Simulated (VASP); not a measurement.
# Sn in VASP: settings compared

Aim: see how the results for Sn move with the level of theory and the settings. Levels: BLYP, RPBE+D3(BJ), revPBE, RPBE. Tasks: single point.

Program: VASP 6.6.1. These are calculated values, not measurements. Logs are shortened: lines on timing, memory, paths and dates and some standing lists are left out, and cuts for length are marked.

## 1. The cell of the first run

The structure is tetragonal, space group I4/mmm (No. 139). The conventional cell has a = 3.522 Å, b = 3.522 Å, c = 4.974 Å, α = 90.00°, β = 90.00°, γ = 90.00°. Within 4.6 Å of Sn (site symmetry 4/mmm) lie 12 Sn at 3.52 Å.

## 2. Single point, BLYP

The input, INCAR:

```
SYSTEM = Sn
PREC     = Accurate       ! precision mode
ENCUT    = 520            ! plane-wave cutoff, eV
EDIFF    = 1E-7           ! SCF threshold, eV
ISMEAR   = -1             ! smearing method
SIGMA    = 0.05           ! smearing width, eV
LREAL    = .False.        ! projectors in reciprocal space
LASPH    = .True.         ! aspherical terms in the spheres
NELM     = 100            ! most SCF steps
ALGO     = Normal         ! electronic algorithm
ISIF     = 2              ! what is computed and relaxed
LWAVE    = .False.        ! write WAVECAR
LCHARG   = .False.        ! write CHGCAR
GGA      = B5             ! functional
ALDAX    = 1.0          
AGGAX    = 1.0          
AGGAC    = 1.0          
ALDAC    = 0.0          
NBANDS   = 13             ! bands
```

The input, KPOINTS:

```
regular mesh
0
Gamma
  11 11 11
  0 0 0
```

The input, POSCAR:

```
Sn
1.0
   -1.7612104799      1.7611599202      2.4870539984
    1.7612104799     -1.7611599202      2.4870539984
    1.7612104799      1.7611599202     -2.4870539984
Sn
1
Direct
    0.0000000000      0.0000000000      0.0000000000
```

Potentials or basis: VASP PAW PBE potentials, release 64 (Sn_d).

On the command line:

```bash
$ cat potpaw_PBE.64/Sn_d/POTCAR > POTCAR
$ mpirun -np 1 vasp_std > vasp.out
```

OUTCAR:

```text
SYSTEM = Sn
   PREC = Accurate
   ENCUT = 520
   EDIFF = 1E-7
   ISMEAR = -1
   LREAL = .False.
   LASPH = .True.
   NELM = 100
   ISIF = 2
   GGA = B5

 ion  position               nearest neighbor table
   1  0.000  0.000  0.000-

  LATTYP: Found a body centered orthorhombic cell.
 ALAT       =     3.5223198404
 B/A-ratio  =     1.0000287082
 C/A-ratio  =     1.4121681795

  Lattice vectors:

 A1 = (   1.7612104799,  -1.7611599202,  -2.4870539984)
 A2 = (  -1.7612104799,   1.7611599202,  -2.4870539984)
 A3 = (   1.7612104799,   1.7611599202,   2.4870539984)

Analysis of symmetry for initial positions (statically):
=====================================================================
 Subroutine PRICEL returns:
 Original cell was already a primitive cell.

 Routine SETGRP: Setting up the symmetry group for a
 body centered orthorhombic supercell.

 Subroutine GETGRP returns: Found  8 space group operations
 (whereof  8 operations were pure point group operations)
 out of a pool of  8 trial point group operations.

The static configuration has the point symmetry D_2h.

Analysis of symmetry for dynamics (positions and initial velocities):
=====================================================================
 Subroutine PRICEL returns:
 Original cell was already a primitive cell.

 Routine SETGRP: Setting up the symmetry group for a
 body centered orthorhombic supercell.

 Subroutine GETGRP returns: Found  8 space group operations
 (whereof  8 operations were pure point group operations)
 out of a pool of  8 trial point group operations.

The dynamic configuration has the point symmetry D_2h.

 Subroutine INISYM returns: Found  8 space group operations
 (whereof  8 operations are pure point group operations),
 and found     1 'primitive' translations

----------------------------------------------------------------------------------------

                                     Primitive cell

  volume of cell :      30.8571

  direct lattice vectors                    reciprocal lattice vectors
    -1.761210480  1.761159920  2.487053998     0.000000000  0.283903804  0.201041071
     1.761210480 -1.761159920  2.487053998     0.283895653  0.000000000  0.201041071
     1.761210480  1.761159920 -2.487053998     0.283895653  0.283903804  0.000000000

  length of vectors
     3.519798888  3.519798888  3.519798888     0.347877683  0.347871031  0.401494846

  position of ions in fractional coordinates (direct lattice)
     0.000000000  0.000000000  0.000000000

  ion indices of the primitive-cell ions
   primitive index   ion index
                 1           1

----------------------------------------------------------------------------------------

 KPOINTS: regular mesh

Automatic generation of k-mesh.
 Grid dimensions read from file:
 generate k-points for:   11   11   11

 Generating k-lattice:

  Cartesian coordinates                     Fractional coordinates (reciprocal lattice)
     0.000000000  0.025809437  0.018276461     0.090909091 -0.000000000  0.000000000
     0.025808696  0.000000000  0.018276461     0.000000000  0.090909091  0.000000000
     0.025808696  0.025809437  0.000000000     0.000000000 -0.000000000  0.090909091

  Length of vectors
     0.031625244  0.031624639  0.036499531

  Shift w.r.t. Gamma in fractional coordinates (k-lattice)
     0.000000000  0.000000000  0.000000000

 Subroutine IBZKPT returns following result:
 ===========================================

 Found    216 irreducible k-points:

 Following reciprocal coordinates:
            Coordinates               Weight
  0.000000  0.000000  0.000000      1.000000
  0.090909  0.000000  0.000000      4.000000
  0.181818  0.000000  0.000000      4.000000
  0.272727  0.000000  0.000000      4.000000
  0.363636  0.000000  0.000000      4.000000
  0.454545  0.000000  0.000000      4.000000
[... 16 lines left out ...]
  0.454545  0.181818  0.000000      8.000000
 -0.454545  0.181818  0.000000      8.000000
 [... further k-points ...]
   k-points           NKPTS =    216   k-points in BZ     NKDIM =    216   number of bands    NBANDS=     13
   number of dos      NEDOS =    301   number of ions     NIONS =      1
   total plane-waves  NPLWV =  21952
   dimension x,y,z NGX =    28 NGY =   28 NGZ =   28
   dimension x,y,z NGXF=    56 NGYF=   56 NGZF=   56
   ions per type =               1
   NGX,Y,Z   is equivalent  to a cutoff of  13.22, 13.22, 13.22 a.u.
   NGXF,Y,Z  is equivalent  to a cutoff of  26.45, 26.45, 26.45 a.u.
 SYSTEM =  Sn
   PREC   = accura    normal or accurate (medium, high low for compatibility)
   ISTART =      0    job   : 0-new  1-cont  2-samecut
   ICHARG =      2    charge: 1-file 2-atom 10-const
   ISPIN  =      1    spin polarized calculation?
   LNONCOLLINEAR =      F non collinear calculations
   LSORBIT =      F    spin-orbit coupling
   LASPH  =      T    aspherical Exc in radial PAW
   ENCUT  =  520.0 eV  38.22 Ry    6.18 a.u.   6.54  6.54  6.54*2*pi/ulx,y,z
   NELM   =    100;   NELMIN=  2; NELMDL= -5     # of ELM steps
   EDIFF  = 0.1E-06   stopping-criterion for ELM
   LREAL  =      F    real-space projection
   EDIFFG = 0.1E-05   stopping-criterion for IOM
   NSW    =      0    number of steps for IOM
   IBRION =     -1    ionic relax: 0-MD 1-quasi-New 2-CG
   NFREE  =      0    steps in history (QN), initial steepest desc. (CG)
   ISIF   =      2    stress and relaxation
   ISYM   =      2    0-nonsym 1-usesym 2-fastsym
   POTIM  = 0.5000    time-step for ionic-motion
   TEBEG  =    0.0;   TEEND  =   0.0 temperature during run
   PSTRESS=    0.0 pullay stress
   NELECT =      14.0000    total number of electrons
   NUPDOWN=      -1.0000    fix difference up-down
   EMIN   =  10.00;   EMAX   =-10.00  energy-range for DOS
   EFERMI =   0.00;   METHOD = LEGACY
   ISMEAR =    -1;   SIGMA  =   0.05  broadening in eV -4-tet -1-fermi 0-gaus
   EFERMI_NEDOS =   21; number of points for ismear=-14 and -15
   IALGO  =     38    algorithm
   IMIX   =      4    mixing-type and parameters
     AMIX     =   0.40;   BMIX     =  1.00
     AMIX_MAG =   1.60;   BMIX_MAG =  1.00
  volume/ion in A,a.u.               =      30.86       208.23
  Fermi-wavevector in a.u.,A,eV,Ry     =   1.257957  2.377194 21.530614  1.582456
  Thomas-Fermi vector in A             =   2.391590
   LORBIT       =      0    0 simple, 1 ext, 2 COOP (PROOUT), +10 PAW based schemes
   GGA     = B5    functional components
   LHFCALC =     F    Hartree Fock is set to
   AEXX    =    0.0000 exact exchange contribution
   IVDW    =     0    specifies the selected vdW correction
   LEPSILON=     F    determine dielectric tensor
   LRPA    =     F    only Hartree local field effects (RPA)
 non-spin polarized calculation
  energy-cutoff  :      520.00
  volume of cell :       30.86
 maximum number of plane-waves:       869
 NGX is ok and might be reduce to    28
   NGX = 13   NGY = 13   NGZ = 13

 number of electron      14.0000005 magnetization

 Free energy of the ion-electron system (eV)
  ---------------------------------------------------
  ext. energy  EPLUGINS =         0.00000000
  ---------------------------------------------------
  free energy    TOTEN  =        -2.97006391 eV

  energy without entropy =       -2.96719913  energy(sigma->0) =       -2.96863152

 E-fermi :   7.1859     XC(G=0):  -9.1742

 val. band max:        7.1767134883   @ k =   0.3636  -0.3636   0.1818
 cond. band min:       7.2618886879   @ k =   0.4545   0.2727  -0.0000
 fundamental gap:      0.0851751995
 Fermi energy:         7.1858842475

 k-point     1 :       0.0000    0.0000    0.0000
  band No.  band energies     occupation
      1     -14.3481      2.00000
      2     -14.3480      2.00000
      3     -14.3474      2.00000
      4     -14.2967      2.00000
      5     -14.2960      2.00000
      6      -3.1411      2.00000
      7      13.6188      0.00000
      8      13.6196      0.00000
      9      13.6201      0.00000
     10      17.9344      0.00000
     11      18.3603      0.00000
     12      18.3610      0.00000
     13      18.3686      0.00000

 k-point     2 :       0.0909    0.0000    0.0000
  band No.  band energies     occupation
      1     -14.3471      2.00000
      2     -14.3436      2.00000
      3     -14.3431      2.00000
      4     -14.2966      2.00000
      5     -14.2959      2.00000
      6      -2.9904      2.00000
      7      12.2785      0.00000
      8      13.4249      0.00000
      9      13.4273      0.00000
     10      17.0381      0.00000
     11      18.7060      0.00000
     12      18.7110      0.00000
     13      19.9352      0.00000

 k-point     3 :       0.1818    0.0000    0.0000
  band No.  band energies     occupation
      1     -14.3454      2.00000
      2     -14.3357      2.00000
      3     -14.3352      2.00000
      4     -14.2920      2.00000
      5     -14.2915      2.00000
      6      -2.5398      2.00000
      7       9.8199      0.00000
      8      12.9962      0.00000
      9      13.0044      0.00000
     10      16.5786      0.00000
     11      19.1242      0.00000
     12      19.1430      0.00000
     13      20.1484      0.00000
[... 305 lines left out ...]
 k-point    23 :       0.4545    0.1818    0.0000
  band No.  band energies     occupation
      1     -14.3530      2.00000
      2     -14.3208      2.00000
      3     -14.3144      2.00000
      4     -14.2663      2.00000
      5     -14.2447      2.00000
      6       0.8391      2.00000
      7       3.8469      2.00000
      8       8.9711      0.00000
      9      10.9501      0.00000
     10      14.6405      0.00000
     11      19.2567      0.00000
     12      19.3996      0.00000
     13      21.9177      0.00000

 k-point    24 :      -0.4545    0.1818    0.0000
  band No.  band energies     occupation
      1     -14.3576      2.00000
      2     -14.3256      2.00000
      3     -14.3106      2.00000
      4     -14.2731      2.00000
      5     -14.2423      2.00000
      6       0.0493      2.00000
      7       5.0057      2.00000
      8       9.5720      0.00000
      9      10.6731      0.00000
     10      14.4728      0.00000
     11      18.7916      0.00000
     12      20.0231      0.00000
     13      20.6963      0.00000

 [... further k-points ...]
[... 5 lines left out ...]
  --------------------------------------------------------------------------------------
  -------------------------------------------------------------------------------------
  Total       -0.0072336     -0.0069416     -0.0044824     -0.0000000      0.0000000      0.0000000
  in kB       -0.3755850     -0.3604241     -0.2327359     -0.0000000      0.0000000      0.0000000
  external PRESSURE =      -0.3229150 kB  Pullay stress =       0.0000000 kB

 VOLUME and BASIS-vectors are now :
 -----------------------------------------------------------------------------
  energy-cutoff  :      520.00
  volume of cell :       30.86
      direct lattice vectors                 reciprocal lattice vectors
    -1.761210480  1.761159920  2.487053998     0.000000000  0.283903804  0.201041071
     1.761210480 -1.761159920  2.487053998     0.283895653  0.000000000  0.201041071
     1.761210480  1.761159920 -2.487053998     0.283895653  0.283903804  0.000000000

 POSITION                                       TOTAL-FORCE (eV/Angst)
 -----------------------------------------------------------------------------------
      0.00000      0.00000      0.00000         0.000000     -0.000000     -0.000000
 -----------------------------------------------------------------------------------
    total drift:                               -0.000000     -0.000000     -0.000000

  FREE ENERGIE OF THE ION-ELECTRON SYSTEM (eV)
  ---------------------------------------------------
  free  energy   TOTEN  =        -2.9700639105 eV

  energy  without entropy=       -2.9671991259  energy(sigma->0) =       -2.96863152
```

Wall time 63 s (1 thread of Intel Xeon Platinum 8375C at 2.90GHz (Ice Lake), shared host); peak memory 0.21 GiB.

Results:

```
Free energy            : -2.9701 eV
Pressure               : 0.0 GPa
Band gap on the k mesh : zero (band 7 reaches 13.62 eV, above the bottom of band 8 at 5.70 eV)
```

Levels at points of the mesh, in eV from the Fermi level:
| k point | band 3 | band 4 | band 5 | band 6 | band 7 | band 8 | band 9 | band 10 | band 11 | band 12 |
| --- | --- | --- | --- | --- | --- | --- | --- | --- | --- | --- |
| (0.00, 0.00, 0.00) | -21.53 | -21.48 | -21.48 | -10.33 | 6.43 | 6.43 | 6.43 | 10.75 | 11.17 | 11.18 |

Caveat: the PAW data sets were made with another functional, which shifts forces and pressure a little; spin-orbit coupling is left out, which moves the levels of the heavy elements.

## 3. Single point, RPBE+D3(BJ)

This run uses another cell than the first one, of 20.84 Å³/atom, 0.675 times its volume.

The input, INCAR:

```
  PREC = Accurate
  ENCUT = 520
  EDIFF = 1E-6
  ISMEAR = -1
  SIGMA = 0.05
  LREAL = F
  LASPH = T
  NELM = 100
  ALGO = Fast
  ISIF = 2
  LWAVE = F
  LCHARG = T
  GGA = RP
  IVDW = 12
  LELF = T
  LVHAR = T
  NBANDS = 13
```

The input, KPOINTS:

```
Automatic mesh
0
Gamma
  11 11 11
```

The input, POSCAR:

```
Sn
1.0
   -1.5444238308      1.5443841699      2.1844466883
    1.5444238308     -1.5443841699      2.1844466883
    1.5444238308      1.5443841699     -2.1844466883
Sn
1
Direct
    0.0000000000      0.0000000000      0.0000000000
```

Potentials or basis: VASP PAW PBE potentials, release 64 (Sn_d).

On the command line:

```bash
$ cat potpaw_PBE.64/Sn_d/POTCAR > POTCAR
$ mpirun -np 1 vasp_std > vasp.out
```

Wall time 63 s (1 thread of Intel Xeon 8259CL, shared host); peak memory 0.19 GiB.

It converged, with:

| Item | Value |
| --- | --- |
| Free energy | -5.8661 eV |
| Pressure | 0.0 GPa |
| Band gap on the k mesh | zero (band 7 reaches 22.03 eV, above the bottom of band 8 at 9.42 eV) |
| Dispersion energy per atom | -2.984 eV |

Levels at points of the mesh, in eV from the Fermi level:
| k point | band 5 | band 6 | band 7 | band 8 | band 9 | band 10 |
| --- | --- | --- | --- | --- | --- | --- |
| (0.00, 0.00, 0.00) | -21.74 | -13.38 | 10.08 | 10.08 | 10.08 | 10.67 |

Caveat: the PAW data sets were made with another functional, which shifts forces and pressure a little; spin-orbit coupling is left out, which moves the levels of the heavy elements; pairwise dispersion overbinds metals, which lowers pressure and volume.

## 4. Single point, revPBE

This run uses another cell than the first one, of 28.65 Å³/atom, 0.929 times its volume.

The input, INCAR:

```
  ALGO = Normal
  EDIFF = 1E-6
  ENCUT = 520
  GGA = RE
  ISIF = 2
  ISMEAR = -1
  LASPH = T
  LCHARG = F
  LREAL = F
  LWAVE = F
  NBANDS = 13
  NELM = 80
  PREC = Accurate
  SIGMA = 0.05
```

The input, KPOINTS:

```
k-points
0
Gamma
  11 11 11
```

The input, POSCAR:

```
Sn
1.0
   -1.7378195080      1.7371255645      2.3728057500
    1.7378195080     -1.7371255645      2.3728057500
    1.7378195080      1.7371255645     -2.3728057500
Sn
1
Direct
    0.0000000000      0.0000000000      0.0000000000
```

On the command line:

```bash
$ cat potpaw_PBE.64/Sn_d/POTCAR > POTCAR
$ mpirun -np 1 vasp_std > vasp.out
```

Run time: 35 s. Hardware: 1 thread of Intel Xeon 6975P-C (Granite Rapids), shared host; peak memory 0.21 GiB.

The run converged. Its results:

```
Free energy            : -3.4886 eV
Pressure               : 0.0 GPa
Band gap on the k mesh : zero (band 7 reaches 14.88 eV, above the bottom of band 8 at 5.85 eV)
```

Levels at points of the mesh, in eV from the Fermi level:
```
           k point  band 3  band 4  band 5  band 6  band 7  band 8  band 9  band 10  band 11  band 12
(0.00, 0.00, 0.00)  -21.58  -21.54  -21.52  -10.75    7.28    7.33    7.34    10.52    11.44    11.45
```

Caveat: the PAW data sets were made with another functional, which shifts forces and pressure a little; spin-orbit coupling is left out, which moves the levels of the heavy elements.

(Part 1 of 2 ends here.)
